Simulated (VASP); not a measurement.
# ScIn3As2 (P4/mmm) in VASP: notebook

ScIn3As2 is run at these levels: PBE; tasks: single point.

All numbers are computed with VASP 6.6.1; they aren't measurements. Logs are shortened: lines on timing, memory, paths and dates and some standing lists are left out, and cuts for length are marked.

## Step 1: The cell of the first run

Symmetry: P4/mmm, No. 123, tetragonal system. Conventional cell: a = 4.892 Å, b = 4.892 Å, c = 5.943 Å, α = 90.00°, β = 90.00°, γ = 90.00°. Within 3.2 Å of Sc (site symmetry 4/mmm) lie 4 In at 2.45 Å. In (site symmetry mmm) has 2 Sc at 2.45 Å and 4 As at 2.71 Å within 3.2 Å. In (site symmetry 4/mmm) has 2 As at 1.80 Å within 2.4 Å. As (site symmetry 4mm) has 1 In at 1.80 Å and 1 As at 2.34 Å within 2.4 Å.

## Step 2: Single point, PBE

File INCAR:

```
  PREC = Accurate
  ENCUT = 520
  EDIFF = 1E-7
  ISMEAR = 0
  SIGMA = 0.1
  LREAL = F
  LASPH = T
  NELM = 60
  ALGO = Fast
  ISIF = 2
  LWAVE = F
  LCHARG = T
  GGA = PE
  LELF = T
  LVHAR = T
  NBANDS = 39
```

File KPOINTS:

```
regular mesh
0
Gamma
  4 4 4
```

File POSCAR:

```
ScIn3As2
1.0
    4.8920399200      0.0000000000      0.0000000000
    0.0000000000      4.8920399200      0.0000000000
    0.0000000000      0.0000000000      5.9433372200
Sc In As
1 3 2
Direct
    0.0000000000      0.0000000000      0.0000000000
    0.0000000000      0.5000000000      0.0000000000
    0.5000000000      0.0000000000      0.0000000000
    0.5000000000      0.5000000000      0.5000000000
    0.5000000000      0.5000000000      0.1972107900
    0.5000000000      0.5000000000      0.8027892100
```

Potentials or basis: VASP PAW PBE potentials, release 64 (Sc_sv, In_d, As).

Run with:

```sh
$ cat potpaw_PBE.64/Sc_sv/POTCAR potpaw_PBE.64/In_d/POTCAR potpaw_PBE.64/As/POTCAR > POTCAR
$ mpirun -np 1 vasp_std > vasp.out
```

OUTCAR:

```text
PREC = Accurate
   ENCUT = 520
   EDIFF = 1E-7
   ISMEAR = 0
   LREAL = F
   LASPH = T
   NELM = 60
   ISIF = 2
   GGA = PE

 ion  position               nearest neighbor table
   1  0.000  0.000  0.000-   2 2.45   3 2.45   2 2.45   3 2.45
   2  0.000  0.500  0.000-   1 2.45   1 2.45   6 2.71   5 2.71   5 2.71   6 2.71   3 3.46   3 3.46
                             3 3.46   3 3.46   4 3.85   4 3.85   4 3.85   4 3.85
   3  0.500  0.000  0.000-   1 2.45   1 2.45   6 2.71   5 2.71   6 2.71   5 2.71   2 3.46   2 3.46
                             2 3.46   2 3.46   4 3.85   4 3.85   4 3.85   4 3.85
   4  0.500  0.500  0.500-   5 1.80   6 1.80   2 3.85   3 3.85   2 3.85   3 3.85   3 3.85   3 3.85
                             2 3.85   2 3.85
   5  0.500  0.500  0.197-   4 1.80   6 2.34   2 2.71   3 2.71   3 2.71   2 2.71
   6  0.500  0.500  0.803-   4 1.80   5 2.34   2 2.71   3 2.71   3 2.71   2 2.71

  LATTYP: Found a simple tetragonal cell.
 ALAT       =     4.8920399200
 C/A-ratio  =     1.2148995751

  Lattice vectors:

 A1 = (   4.8920399200,   0.0000000000,   0.0000000000)
 A2 = (   0.0000000000,   4.8920399200,   0.0000000000)
 A3 = (   0.0000000000,   0.0000000000,   5.9433372200)

Analysis of symmetry for initial positions (statically):
=====================================================================
 Subroutine PRICEL returns:
 Original cell was already a primitive cell.

 Routine SETGRP: Setting up the symmetry group for a
 simple tetragonal supercell.

 Subroutine GETGRP returns: Found 16 space group operations
 (whereof 16 operations were pure point group operations)
 out of a pool of 16 trial point group operations.

The static configuration has the point symmetry D_4h.

Analysis of symmetry for dynamics (positions and initial velocities):
=====================================================================
 Subroutine PRICEL returns:
 Original cell was already a primitive cell.

 Routine SETGRP: Setting up the symmetry group for a
 simple tetragonal supercell.

 Subroutine GETGRP returns: Found 16 space group operations
 (whereof 16 operations were pure point group operations)
 out of a pool of 16 trial point group operations.

The dynamic configuration has the point symmetry D_4h.

 Subroutine INISYM returns: Found 16 space group operations
 (whereof 16 operations are pure point group operations),
 and found     1 'primitive' translations

----------------------------------------------------------------------------------------

                                     Primitive cell

  volume of cell :     142.2363
[... 95 lines left out ...]
   NFREE  =      0    steps in history (QN), initial steepest desc. (CG)
   ISIF   =      2    stress and relaxation
   ISYM   =      2    0-nonsym 1-usesym 2-fastsym
   POTIM  = 0.5000    time-step for ionic-motion
   TEBEG  =    0.0;   TEEND  =   0.0 temperature during run
   PSTRESS=    0.0 pullay stress
   NELECT =      60.0000    total number of electrons
   NUPDOWN=      -1.0000    fix difference up-down
   EMIN   =  10.00;   EMAX   =-10.00  energy-range for DOS
   EFERMI =   0.00;   METHOD = LEGACY
   ISMEAR =     0;   SIGMA  =   0.10  broadening in eV -4-tet -1-fermi 0-gaus
   EFERMI_NEDOS =   21; number of points for ismear=-14 and -15
   IALGO  =     68    algorithm
   IMIX   =      4    mixing-type and parameters
     AMIX     =   0.40;   BMIX     =  1.00
     AMIX_MAG =   1.60;   BMIX_MAG =  1.00
  volume/ion in A,a.u.               =      23.71       159.98
  Fermi-wavevector in a.u.,A,eV,Ry     =   1.227784  2.320174 20.510134  1.507452
  Thomas-Fermi vector in A             =   2.362734
   LORBIT       =      0    0 simple, 1 ext, 2 COOP (PROOUT), +10 PAW based schemes
   GGA     = PE    functional components
   LHFCALC =     F    Hartree Fock is set to
   AEXX    =    0.0000 exact exchange contribution
   IVDW    =     0    specifies the selected vdW correction
   LEPSILON=     F    determine dielectric tensor
   LRPA    =     F    only Hartree local field effects (RPA)
 non-spin polarized calculation
 RMM-DIIS sequential band-by-band and
 Gauss-broadening in eV      SIGMA  =   0.10
  energy-cutoff  :      520.00
  volume of cell :      142.24
 maximum number of plane-waves:      3848
   NGX = 19   NGY = 19   NGZ = 23

 number of electron      59.9999981 magnetization

 Free energy of the ion-electron system (eV)
  ---------------------------------------------------
  ext. energy  EPLUGINS =         0.00000000
  ---------------------------------------------------
  free energy    TOTEN  =        -1.24288900 eV

  energy without entropy =       -1.22471382  energy(sigma->0) =       -1.23380141

 E-fermi :   6.9021     XC(G=0):  -9.5868

 val. band max:        6.7656545203   @ k =   0.5000   0.2500   0.0000
 cond. band min:       6.9115470119   @ k =   0.5000   0.2500   0.2500
 fundamental gap:      0.1458924916
 Fermi energy:         6.9020937840

 k-point     1 :       0.0000    0.0000    0.0000
  band No.  band energies     occupation
      1     -42.6421      2.00000
      2     -21.5516      2.00000
      3     -21.4206      2.00000
      4     -21.4206      2.00000
      5     -13.6020      2.00000
      6     -11.1907      2.00000
[... 745 lines left out ...]
     38      10.1940      0.00000
     39      10.9840      0.00000

------------------------ aborting loop because EDIFF is reached ----------------------------------------

  FORCE on cell =-STRESS in cart. coord.  units (eV):
  Direction    XX          YY          ZZ          XY          YZ          ZX
  --------------------------------------------------------------------------------------
  -------------------------------------------------------------------------------------
  Total       29.0828994     29.0828994    126.4397083      0.0000000      0.0000000      0.0000000
  in kB      327.5954991    327.5954991   1424.2417438      0.0000000      0.0000000      0.0000000
  external PRESSURE =     693.1442474 kB  Pullay stress =       0.0000000 kB

 VOLUME and BASIS-vectors are now :
 -----------------------------------------------------------------------------
  energy-cutoff  :      520.00
  volume of cell :      142.24
      direct lattice vectors                 reciprocal lattice vectors
     4.892039920  0.000000000  0.000000000     0.204413704  0.000000000  0.000000000
     0.000000000  4.892039920  0.000000000     0.000000000  0.204413704  0.000000000
     0.000000000  0.000000000  5.943337220     0.000000000  0.000000000  0.168255639

 POSITION                                       TOTAL-FORCE (eV/Angst)
 -----------------------------------------------------------------------------------
      0.00000      0.00000      0.00000         0.000000     -0.000000      0.000000
      0.00000      2.44602      0.00000         0.000000     -0.000000      0.000000
      2.44602      0.00000      0.00000         0.000000     -0.000000      0.000000
      2.44602      2.44602      2.97167         0.000000     -0.000000      0.000000
      2.44602      2.44602      1.17209        -0.000000      0.000000    -24.681866
      2.44602      2.44602      4.77125         0.000000     -0.000000     24.681866
 -----------------------------------------------------------------------------------
    total drift:                                0.000000      0.000000     -0.000000

  FREE ENERGIE OF THE ION-ELECTRON SYSTEM (eV)
  ---------------------------------------------------
  free  energy   TOTEN  =        -1.2428890002 eV

  energy  without entropy=       -1.2247138180  energy(sigma->0) =       -1.23380141
```

stdout:

```text
POSCAR found type information on POSCAR ScInAs
 POSCAR found :  3 types and       6 ions
 scaLAPACK will be used
 LDA part: xc-table for (Slater+PW92), standard interpolation
 POSCAR, INCAR and KPOINTS ok, starting setup
 FFT: planning ... GRIDC
 FFT: planning ... GRID_SOFT
 FFT: planning ... GRID
 WAVECAR not read
 entering main loop
WARNING in EDDRMM: call to ZHEGV failed, returncode =   8  4     39
WARNING in EDDRMM: call to ZHEGV failed, returncode =   8  4     38
WARNING in EDDRMM: call to ZHEGV failed, returncode =   6  3     37
WARNING in EDDRMM: call to ZHEGV failed, returncode =   8  4     39
```

It took 3.8 min on 1 thread of Intel Xeon Platinum 8488C (Sapphire Rapids), shared host; peak memory 0.28 GiB.

What came out:

```
Free energy            : -1.2429 eV
Pressure               : 69.3 GPa
Largest force          : 24.682 eV/Å
Band gap on the k mesh : zero (band 30 reaches 7.53 eV, above the bottom of band 31 at 6.74 eV)
```

Forces in eV/Å, atoms in the order of the input:
```
Sc    0.000   0.000   0.000
In    0.000   0.000   0.000
In    0.000   0.000   0.000
In    0.000   0.000   0.000
As    0.000   0.000 -24.682
As    0.000   0.000  24.682
```

Stress tensor (GPa, compression positive):
```
 32.76   0.00   0.00
  0.00  32.76   0.00
  0.00   0.00 142.42
```

Caveat: spin-orbit coupling is left out, which moves the levels of the heavy elements; forces of over 1 eV/Å act on the atoms, so gaps and moduli don't describe the material at rest.

## Step 3: Single point, PBE

This run uses another cell than the first one, of 43.38 Å³/atom, 1.830 times its volume.

File INCAR:

```
PREC = Accurate ; ENCUT = 520
EDIFF = 1E-6 ; ISMEAR = 0
SIGMA = 0.1 ; LREAL = F
LASPH = T ; NELM = 80
ALGO = Fast ; ISIF = 2
LWAVE = F ; LCHARG = F
GGA = PE ; NBANDS = 39
```

File KPOINTS:

```
Automatic mesh
0
Gamma
  4 4 4
```

File POSCAR:

```
ScIn3As2
1.0
    5.6690021566      0.0000000000      0.0000000000
    0.0000000000      5.6690021566      0.0000000000
    0.0000000000      0.0000000000      8.0983270306
Sc In As
1 3 2
Direct
    0.0000000000      0.0000000000      0.0000000000
    0.0000000000      0.5000000000      0.0000000000
    0.5000000000      0.0000000000      0.0000000000
    0.5000000000      0.5000000000      0.5000000000
    0.5000000000      0.5000000000      0.1846657478
    0.5000000000      0.5000000000      0.8153342522
```

Potentials or basis: VASP PAW PBE potentials, release 64 (Sc_sv, In_d, As).

Run with:

```sh
$ cat potpaw_PBE.64/Sc_sv/POTCAR potpaw_PBE.64/In_d/POTCAR potpaw_PBE.64/As/POTCAR > POTCAR
$ mpirun -np 1 vasp_std > vasp.out
```

OUTCAR:

```text
PREC = Accurate
   ENCUT = 520
   EDIFF = 1E-6
   ISMEAR = 0
   LREAL = F
   LASPH = T
   NELM = 80
   ISIF = 2
   GGA = PE

 ion  position               nearest neighbor table
   1  0.000  0.000  0.000-   2 2.83   3 2.83   2 2.83   3 2.83
   2  0.000  0.500  0.000-   1 2.83   1 2.83   6 3.20   5 3.20   5 3.20   6 3.20   3 4.01   3 4.01
                             3 4.01   3 4.01
   3  0.500  0.000  0.000-   1 2.83   1 2.83   6 3.20   5 3.20   6 3.20   5 3.20   2 4.01   2 4.01
                             2 4.01   2 4.01
   4  0.500  0.500  0.500-   5 2.55   6 2.55
   5  0.500  0.500  0.185-   4 2.55   3 3.20   2 3.20   3 3.20   2 3.20
   6  0.500  0.500  0.815-   4 2.55   3 3.20   2 3.20   3 3.20   2 3.20

  LATTYP: Found a simple tetragonal cell.
 ALAT       =     5.6690021566
 C/A-ratio  =     1.4285277738

  Lattice vectors:

 A1 = (   5.6690021566,   0.0000000000,   0.0000000000)
 A2 = (   0.0000000000,   5.6690021566,   0.0000000000)
 A3 = (   0.0000000000,   0.0000000000,   8.0983270306)

Analysis of symmetry for initial positions (statically):
=====================================================================
 Subroutine PRICEL returns:
 Original cell was already a primitive cell.

[... 176 lines left out ...]
 Fermi energy:         2.0122731834

 k-point     1 :       0.0000    0.0000    0.0000
  band No.  band energies     occupation
      1     -48.5508      2.00000
      2     -27.4891      2.00000
      3     -27.0590      2.00000
      4     -27.0590      2.00000
      5     -13.1769      2.00000
      6     -13.0506      2.00000
[... 745 lines left out ...]
     38       3.9871      0.00000
     39       5.9274      0.00000

------------------------ aborting loop because EDIFF is reached ----------------------------------------

  FORCE on cell =-STRESS in cart. coord.  units (eV):
  Direction    XX          YY          ZZ          XY          YZ          ZX
  --------------------------------------------------------------------------------------
  -------------------------------------------------------------------------------------
  Total       -0.0174555     -0.0174555      0.2091931      0.0000000      0.0000000      0.0000000
  in kB       -0.1074568     -0.1074568      1.2878030      0.0000000      0.0000000      0.0000000
  external PRESSURE =       0.3576298 kB  Pullay stress =       0.0000000 kB

 VOLUME and BASIS-vectors are now :
 -----------------------------------------------------------------------------
  energy-cutoff  :      520.00
  volume of cell :      260.26
      direct lattice vectors                 reciprocal lattice vectors
     5.669002157  0.000000000  0.000000000     0.176397887  0.000000000  0.000000000
     0.000000000  5.669002157  0.000000000     0.000000000  0.176397887  0.000000000
     0.000000000  0.000000000  8.098327031     0.000000000  0.000000000  0.123482294

 POSITION                                       TOTAL-FORCE (eV/Angst)
 -----------------------------------------------------------------------------------
      0.00000      0.00000      0.00000         0.000000      0.000000      0.000000
      0.00000      2.83450      0.00000         0.000000      0.000000      0.000000
      2.83450      0.00000      0.00000         0.000000      0.000000      0.000000
      2.83450      2.83450      4.04916         0.000000      0.000000      0.000000
      2.83450      2.83450      1.49548         0.000000     -0.000000     -0.004237
      2.83450      2.83450      6.60284         0.000000     -0.000000      0.004237
 -----------------------------------------------------------------------------------
    total drift:                                0.000000      0.000000     -0.000000

  FREE ENERGIE OF THE ION-ELECTRON SYSTEM (eV)
  ---------------------------------------------------
  free  energy   TOTEN  =       -20.1519974388 eV

  energy  without entropy=      -20.1243760108  energy(sigma->0) =      -20.13818672
```

OSZICAR:

```text
N       E                     dE             d eps       ncg     rms          rms(c)
DAV:   1     0.591437503341E+03    0.59144E+03   -0.25865E+04  1404   0.153E+03
DAV:   2     0.480329566234E+02   -0.54340E+03   -0.53461E+03  1404   0.446E+02
DAV:   3    -0.179125815337E+02   -0.65946E+02   -0.63952E+02  1793   0.177E+02
[... 19 lines left out ...]
RMM:  23    -0.201519940212E+02   -0.38517E-05   -0.42275E-05  1343   0.113E-02    0.192E-02
RMM:  24    -0.201519971032E+02   -0.30821E-05   -0.32411E-05  1285   0.923E-03    0.203E-02
RMM:  25    -0.201520008326E+02   -0.37294E-05   -0.20664E-05  1266   0.870E-03    0.290E-02
RMM:  26    -0.201519974796E+02    0.33530E-05   -0.14634E-05  1426   0.146E-02    0.621E-03
RMM:  27    -0.201519974388E+02    0.40847E-07   -0.92357E-06  1367   0.100E-02
   1 F= -.20151997E+02 E0= -.20138187E+02  d E =-.276214E-01
```

Wall time 5.2 min (1 thread of Intel Xeon Platinum 8488C (Sapphire Rapids), shared host); peak memory 0.42 GiB.

What came out:

```
Free energy            : -20.1520 eV
Pressure               : 0.0 GPa
Largest force          : 0.004 eV/Å
Band gap on the k mesh : zero (band 30 reaches 2.45 eV, above the bottom of band 31 at 1.67 eV)
```

Forces on the atoms (eV/Å):
```
Sc   0.000  0.000  0.000
In   0.000  0.000  0.000
In   0.000  0.000  0.000
In   0.000  0.000  0.000
As   0.000  0.000 -0.004
As   0.000  0.000  0.004
```

Caveat: spin-orbit coupling is left out, which moves the levels of the heavy elements.
